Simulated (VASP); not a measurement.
# CdF2 (I4/mmm) in VASP: further runs

CdF2 is run at these levels: PBEsol; tasks: single point.

Program: VASP 6.6.1. These are calculated values, not measurements. Logs are shortened: lines on timing, memory, paths and dates and some standing lists are left out, and cuts for length are marked.

### Step 1. The cell of the first run

Symmetry: I4/mmm, No. 139, tetragonal system. Conventional cell: a = 3.521 Å, b = 3.521 Å, c = 5.288 Å, α = 90.00°, β = 90.00°, γ = 90.00°. Within 2.9 Å of Cd (site symmetry 4/mmm) lie 8 F at 2.20 Å. Within 2.9 Å of F (site symmetry -4m2) lie 4 Cd at 2.20 Å and 6 F at 2.49 to 2.64 Å.

### Step 2. Single point, PBEsol (10.93 Å³/atom)

Input file INCAR:

```
SYSTEM = CdF2
PREC     = Accurate       ! precision mode
ENCUT    = 520            ! plane-wave cutoff, eV
EDIFF    = 1E-6           ! SCF threshold, eV
ISMEAR   = 0              ! smearing method
SIGMA    = 0.05           ! smearing width, eV
LREAL    = .FALSE.        ! projectors in reciprocal space
LASPH    = .TRUE.         ! aspherical terms in the spheres
NELM     = 100            ! most SCF steps
ALGO     = Normal         ! electronic algorithm
ISIF     = 2              ! what is computed and relaxed
LWAVE    = .FALSE.        ! write WAVECAR
LCHARG   = .TRUE.         ! write CHGCAR
GGA      = PS             ! functional
LELF     = .TRUE.         ! ELF
LVHAR    = .TRUE.       
NBANDS   = 20             ! bands
```

Input file KPOINTS:

```
regular mesh
0
G
  8 8 8
  0 0 0
```

Input file POSCAR:

```
CdF2
1.0
    0.0000000000      2.4896749300      2.6440347757
    2.4896749300      0.0000000000      2.6440347757
    2.4896749300      2.4896749300      0.0000000000
Cd F
1 2
Direct
    0.0000000000      0.0000000000      0.0000000000
    0.2500000000      0.2500000000      0.2500000000
    0.7500000000      0.7500000000      0.7500000000
```

Potentials or basis: VASP PAW PBE potentials, release 64 (Cd, F).

On the command line:

```bash
> cat potpaw_PBE.64/Cd/POTCAR potpaw_PBE.64/F/POTCAR > POTCAR
> mpirun -np 1 vasp_std > vasp.out
```

OUTCAR:

```text
SYSTEM = CdF2
   PREC = Accurate
   ENCUT = 520
   EDIFF = 1E-6
   ISMEAR = 0
   LREAL = .FALSE.
   LASPH = .TRUE.
   NELM = 100
   ISIF = 2
   GGA = PS

 ion  position               nearest neighbor table
   1  0.000  0.000  0.000-   3 2.20   3 2.20   3 2.20   2 2.20   3 2.20   2 2.20   2 2.20   2 2.20

   2  0.250  0.250  0.250-   1 2.20   1 2.20   1 2.20   1 2.20
   3  0.750  0.750  0.750-   1 2.20   1 2.20   1 2.20   1 2.20

  LATTYP: Found a body centered tetragonal cell.
 ALAT       =     3.5209320519
 C/A-ratio  =     1.5018948033

  Lattice vectors:

 A1 = (  -2.4896749300,   0.0000000000,   2.6440347757)
 A2 = (   2.4896749300,   0.0000000000,   2.6440347757)
 A3 = (   0.0000000000,   2.4896749300,  -2.6440347757)

Analysis of symmetry for initial positions (statically):
=====================================================================
 Subroutine PRICEL returns:
 Original cell was already a primitive cell.

 Routine SETGRP: Setting up the symmetry group for a
 body centered tetragonal supercell.

 Subroutine GETGRP returns: Found 16 space group operations
 (whereof 16 operations were pure point group operations)
 out of a pool of 16 trial point group operations.

The static configuration has the point symmetry D_4h.

Analysis of symmetry for dynamics (positions and initial velocities):
=====================================================================
 Subroutine PRICEL returns:
 Original cell was already a primitive cell.

 Routine SETGRP: Setting up the symmetry group for a
 body centered tetragonal supercell.

 Subroutine GETGRP returns: Found 16 space group operations
 (whereof 16 operations were pure point group operations)
 out of a pool of 16 trial point group operations.

The dynamic configuration has the point symmetry D_4h.

 Subroutine INISYM returns: Found 16 space group operations
 (whereof 16 operations are pure point group operations),
 and found     1 'primitive' translations

----------------------------------------------------------------------------------------

                                     Primitive cell

  volume of cell :      32.7780

  direct lattice vectors                    reciprocal lattice vectors
     0.000000000  2.489674930  2.644034776    -0.200829431  0.200829431  0.189104926
     2.489674930  0.000000000  2.644034776     0.200829431 -0.200829431  0.189104926
     2.489674930  2.489674930  0.000000000     0.200829431  0.200829431 -0.189104926

  length of vectors
     3.631721514  3.631721514  3.520932052     0.341211949  0.341211949  0.341211949

  position of ions in fractional coordinates (direct lattice)
     0.000000000  0.000000000  0.000000000
     0.250000000  0.250000000  0.250000000
     0.750000000  0.750000000  0.750000000

  ion indices of the primitive-cell ions
   primitive index   ion index
                 1           1
                 2           2
                 3           3

----------------------------------------------------------------------------------------

 KPOINTS: regular mesh

Automatic generation of k-mesh.
 Grid dimensions read from file:
 generate k-points for:    8    8    8

 Generating k-lattice:

  Cartesian coordinates                     Fractional coordinates (reciprocal lattice)
    -0.025103679  0.025103679  0.023638116     0.125000000  0.000000000  0.000000000
     0.025103679 -0.025103679  0.023638116     0.000000000  0.125000000  0.000000000
     0.025103679  0.025103679 -0.023638116     0.000000000  0.000000000  0.125000000

  Length of vectors
     0.042651494  0.042651494  0.042651494

  Shift w.r.t. Gamma in fractional coordinates (k-lattice)
     0.000000000  0.000000000  0.000000000

 Subroutine IBZKPT returns following result:
 ===========================================

 Found     59 irreducible k-points:

 Following reciprocal coordinates:
            Coordinates               Weight
  0.000000  0.000000  0.000000      1.000000
  0.125000  0.000000  0.000000      8.000000
  0.250000  0.000000  0.000000      8.000000
  0.375000  0.000000  0.000000      8.000000
  0.500000  0.000000  0.000000      4.000000
  0.125000  0.125000  0.000000      2.000000
[... 16 lines left out ...]
  0.250000  0.000000  0.125000     16.000000
  0.375000  0.000000  0.125000     16.000000
 [... further k-points ...]
   k-points           NKPTS =     59   k-points in BZ     NKDIM =     59   number of bands    NBANDS=     20
   number of dos      NEDOS =    301   number of ions     NIONS =      3
   total plane-waves  NPLWV =  21952
   dimension x,y,z NGX =    28 NGY =   28 NGZ =   28
   dimension x,y,z NGXF=    56 NGYF=   56 NGZF=   56
   ions per type =               1   2
   NGX,Y,Z   is equivalent  to a cutoff of  12.82, 12.82, 13.22 a.u.
   NGXF,Y,Z  is equivalent  to a cutoff of  25.63, 25.63, 26.44 a.u.
 SYSTEM =  CdF2
   PREC   = accura    normal or accurate (medium, high low for compatibility)
   ISTART =      0    job   : 0-new  1-cont  2-samecut
   ICHARG =      2    charge: 1-file 2-atom 10-const
   ISPIN  =      1    spin polarized calculation?
   LNONCOLLINEAR =      F non collinear calculations
   LSORBIT =      F    spin-orbit coupling
   LASPH  =      T    aspherical Exc in radial PAW
   ENCUT  =  520.0 eV  38.22 Ry    6.18 a.u.   6.75  6.75  6.55*2*pi/ulx,y,z
   NELM   =    100;   NELMIN=  2; NELMDL= -5     # of ELM steps
   EDIFF  = 0.1E-05   stopping-criterion for ELM
   LREAL  =      F    real-space projection
   EDIFFG = 0.1E-04   stopping-criterion for IOM
   NSW    =      0    number of steps for IOM
   IBRION =     -1    ionic relax: 0-MD 1-quasi-New 2-CG
   NFREE  =      0    steps in history (QN), initial steepest desc. (CG)
   ISIF   =      2    stress and relaxation
   ISYM   =      2    0-nonsym 1-usesym 2-fastsym
   POTIM  = 0.5000    time-step for ionic-motion
   TEBEG  =    0.0;   TEEND  =   0.0 temperature during run
   PSTRESS=    0.0 pullay stress
   NELECT =      26.0000    total number of electrons
   NUPDOWN=      -1.0000    fix difference up-down
   EMIN   =  10.00;   EMAX   =-10.00  energy-range for DOS
   EFERMI =   0.00;   METHOD = LEGACY
   ISMEAR =     0;   SIGMA  =   0.05  broadening in eV -4-tet -1-fermi 0-gaus
   EFERMI_NEDOS =   21; number of points for ismear=-14 and -15
   IALGO  =     38    algorithm
   IMIX   =      4    mixing-type and parameters
     AMIX     =   0.40;   BMIX     =  1.00
     AMIX_MAG =   1.60;   BMIX_MAG =  1.00
  volume/ion in A,a.u.               =      10.93        73.73
  Fermi-wavevector in a.u.,A,eV,Ry     =   1.515439  2.863764 31.246533  2.296555
  Thomas-Fermi vector in A             =   2.624963
   LORBIT       =      0    0 simple, 1 ext, 2 COOP (PROOUT), +10 PAW based schemes
   GGA     = PS    functional components
   LHFCALC =     F    Hartree Fock is set to
   AEXX    =    0.0000 exact exchange contribution
   IVDW    =     0    specifies the selected vdW correction
   LEPSILON=     F    determine dielectric tensor
   LRPA    =     F    only Hartree local field effects (RPA)
 non-spin polarized calculation
 Gauss-broadening in eV      SIGMA  =   0.05
  energy-cutoff  :      520.00
  volume of cell :       32.78
 maximum number of plane-waves:       901
   NGX = 13   NGY = 13   NGZ = 13

 number of electron      25.9999992 magnetization

 Free energy of the ion-electron system (eV)
  ---------------------------------------------------
  ext. energy  EPLUGINS =         0.00000000
  ---------------------------------------------------
  free energy    TOTEN  =       -11.02291610 eV

  energy without entropy =      -11.02291610  energy(sigma->0) =      -11.02291610

 E-fermi :   0.4671     XC(G=0): -11.7300

 val. band max:        0.1460567374   @ k =  -0.2500   0.2500   0.5000
 cond. band min:       3.5845378074   @ k =   0.0000   0.0000   0.0000
 fundamental gap:      3.4384810700
 Fermi energy:         0.4670709833

 k-point     1 :       0.0000    0.0000    0.0000
  band No.  band energies     occupation
      1     -21.8099      2.00000
      2     -20.0385      2.00000
      3      -6.3913      2.00000
      4      -6.3815      2.00000
      5      -6.3815      2.00000
      6      -4.2612      2.00000
[... 12 lines left out ...]
     19      20.3577      0.00000
     20      21.7694      0.00000

 k-point     2 :       0.1250    0.0000    0.0000
  band No.  band energies     occupation
      1     -21.7312      2.00000
      2     -20.1149      2.00000
      3      -6.3060      2.00000
      4      -6.2880      2.00000
      5      -6.1379      2.00000
      6      -4.3072      2.00000
[... 12 lines left out ...]
     19      20.2378      0.00000
     20      21.3899      0.00000

 k-point     3 :       0.2500    0.0000    0.0000
  band No.  band energies     occupation
      1     -21.5175      2.00000
      2     -20.3160      2.00000
      3      -6.1159      2.00000
      4      -6.0588      2.00000
      5      -5.4652      2.00000
      6      -4.3495      2.00000
[... 12 lines left out ...]
     19      20.6743      0.00000
     20      21.3283      0.00000

 k-point     4 :       0.3750    0.0000    0.0000
  band No.  band energies     occupation
      1     -21.2269      2.00000
      2     -20.5859      2.00000
      3      -5.9590      2.00000
      4      -5.8427      2.00000
      5      -4.5472      2.00000
      6      -4.2452      2.00000
[... 12 lines left out ...]
     19      20.0145      0.00000
     20      20.6467      0.00000

 k-point     5 :       0.5000    0.0000    0.0000
  band No.  band energies     occupation
      1     -20.9756      2.00000
      2     -20.8258      2.00000
      3      -5.9115      2.00000
      4      -5.7669      2.00000
      5      -4.1878      2.00000
      6      -4.1380      2.00000
[... 12 lines left out ...]
     19      19.6785      0.00000
     20      20.1777      0.00000
[... 353 lines left out ...]
      6      -4.0355      2.00000
[... 12 lines left out ...]
     19      20.7399      0.00000
     20      22.4673      0.00000

 k-point    22 :       0.1250    0.0000    0.1250
  band No.  band energies     occupation
      1     -21.6973      2.00000
      2     -20.1483      2.00000
      3      -6.2867      2.00000
      4      -6.2650      2.00000
      5      -6.0247      2.00000
      6      -4.4065      2.00000
[... 12 lines left out ...]
     19      20.8478      0.00000
     20      21.5384      0.00000

 k-point    23 :       0.2500    0.0000    0.1250
  band No.  band energies     occupation
      1     -21.5258      2.00000
      2     -20.3072      2.00000
      3      -6.1121      2.00000
      4      -6.0723      2.00000
      5      -5.4968      2.00000
      6      -4.6360      2.00000
[... 12 lines left out ...]
     19      20.7130      0.00000
     20      22.8153      0.00000

 k-point    24 :       0.3750    0.0000    0.1250
  band No.  band energies     occupation
      1     -21.2644      2.00000
      2     -20.5432      2.00000
      3      -5.9047      2.00000
      4      -5.8524      2.00000
      5      -4.7449      2.00000
      6      -4.6833      2.00000
[... 12 lines left out ...]
     19      20.1864      0.00000
     20      22.6401      0.00000

 [... further k-points ...]
[... 5 lines left out ...]
  --------------------------------------------------------------------------------------
  -------------------------------------------------------------------------------------
  Total        6.7652113      6.7652113      5.3769604      0.0000000      0.0000000     -0.0000000
  in kB      330.6811941    330.6811941    262.8239697      0.0000000      0.0000000     -0.0000000
  external PRESSURE =     308.0621193 kB  Pullay stress =       0.0000000 kB

 VOLUME and BASIS-vectors are now :
 -----------------------------------------------------------------------------
  energy-cutoff  :      520.00
  volume of cell :       32.78
      direct lattice vectors                 reciprocal lattice vectors
     0.000000000  2.489674930  2.644034776    -0.200829431  0.200829431  0.189104926
     2.489674930  0.000000000  2.644034776     0.200829431 -0.200829431  0.189104926
     2.489674930  2.489674930  0.000000000     0.200829431  0.200829431 -0.189104926

 POSITION                                       TOTAL-FORCE (eV/Angst)
 -----------------------------------------------------------------------------------
      0.00000      0.00000      0.00000        -0.000000      0.000000      0.000000
      1.24484      1.24484      1.32202        -0.000000     -0.000000     -0.000000
      3.73451      3.73451      3.96605         0.000000      0.000000      0.000000
 -----------------------------------------------------------------------------------
    total drift:                                0.000000      0.000000      0.000000

  FREE ENERGIE OF THE ION-ELECTRON SYSTEM (eV)
  ---------------------------------------------------
  free  energy   TOTEN  =       -11.0229161031 eV

  energy  without entropy=      -11.0229161031  energy(sigma->0) =      -11.02291610
```

It took 34 s on 1 thread of Intel Xeon Platinum 8259CL at 2.50GHz (Skylake/Cascade Lake), shared host; peak memory 0.17 GiB.

What came out:

```
Free energy            : -11.0229 eV
Pressure               : 30.8 GPa
Band gap on the k mesh : 3.44 eV (least direct gap 3.57 eV)
```

Stress tensor (GPa, compression positive):
```
33.07  0.00  0.00
 0.00 33.07  0.00
 0.00  0.00 26.28
```

Levels at points of the mesh, in eV from the valence-band top:
| k point | band 10 | band 11 | band 12 | band 13 | band 14 | band 15 | band 16 | band 17 |
| --- | --- | --- | --- | --- | --- | --- | --- | --- |
| (0.00, 0.00, 0.00) | -1.35 | -0.33 | -0.33 | -0.13 | 3.44 | 13.17 | 13.17 | 13.27 |
| (0.50, 0.00, 0.00) | -2.77 | -2.62 | -0.27 | -0.27 | 8.36 | 9.33 | 15.59 | 16.12 |
| (0.50, 0.50, 0.00) | -3.44 | -1.22 | -0.10 | -0.10 | 9.31 | 10.57 | 11.92 | 15.85 |
| (0.50, 0.00, 0.50) | -3.21 | -0.80 | -0.20 | -0.09 | 9.18 | 10.28 | 11.99 | 15.12 |

Caveat: the stress differs along the axes, from 26 to 33 GPa; the PAW data sets were made with another functional, which shifts forces and pressure a little. A k mesh can miss the band edges.

### Step 3. Single point, PBEsol (10.93 Å³/atom)

Input file INCAR:

```
SYSTEM = CdF2
PREC = Accurate ; ENCUT = 520
EDIFF = 1E-6 ; ISMEAR = 0
SIGMA = 0.05 ; LREAL = .False.
LASPH = .True. ; NELM = 80
ALGO = Normal ; ISIF = 2
LWAVE = .False. ; LCHARG = .False.
GGA = PS ; NBANDS = 20
```

Input file KPOINTS:

```
regular mesh
0
Gamma
  8 8 8
  0 0 0
```

Input file POSCAR:

```
CdF2
1.0
    0.0000000000      2.5570894417      2.5064590708
    2.5570894417      0.0000000000      2.5064590708
    2.5570894417      2.5570894417      0.0000000000
Cd F
1 2
Direct
    0.0000000000      0.0000000000      0.0000000000
    0.2500000000      0.2500000000      0.2500000000
    0.7500000000      0.7500000000      0.7500000000
```

Potentials or basis: VASP PAW PBE potentials, release 64 (Cd, F).

On the command line:

```bash
> cat potpaw_PBE.64/Cd/POTCAR potpaw_PBE.64/F/POTCAR > POTCAR
> mpirun -np 1 vasp_std > vasp.out
```

Run time: 33 s. Hardware: 1 thread of Intel Xeon Platinum 8259CL at 2.50GHz (Skylake/Cascade Lake), shared host; peak memory 0.18 GiB.

It converged, with:

```
Free energy            : -11.0477 eV
Pressure               : 31.0 GPa
Band gap on the k mesh : 3.50 eV (least direct gap 3.69 eV)
```

Stress tensor (GPa, compression positive):
```
30.17  0.00  0.00
 0.00 30.17  0.00
 0.00  0.00 32.53
```

Levels at points of the mesh, in eV from the valence-band top:
| k point | band 10 | band 11 | band 12 | band 13 | band 14 | band 15 | band 16 | band 17 |
| --- | --- | --- | --- | --- | --- | --- | --- | --- |
| (0.00, 0.00, 0.00) | -1.41 | -0.27 | -0.19 | -0.19 | 3.50 | 13.19 | 13.22 | 13.22 |
| (0.50, 0.00, 0.00) | -2.72 | -2.66 | -0.24 | -0.24 | 8.41 | 9.41 | 15.76 | 15.96 |
| (0.50, 0.50, 0.00) | -3.22 | -0.85 | -0.14 | -0.14 | 9.24 | 10.39 | 11.99 | 15.62 |
| (0.50, 0.00, 0.50) | -3.28 | -1.00 | -0.14 | -0.09 | 9.33 | 10.45 | 11.93 | 15.59 |

Caveat: the cell stands under pressure; the PAW data sets were made with another functional, which shifts forces and pressure a little. A k mesh can miss the band edges.
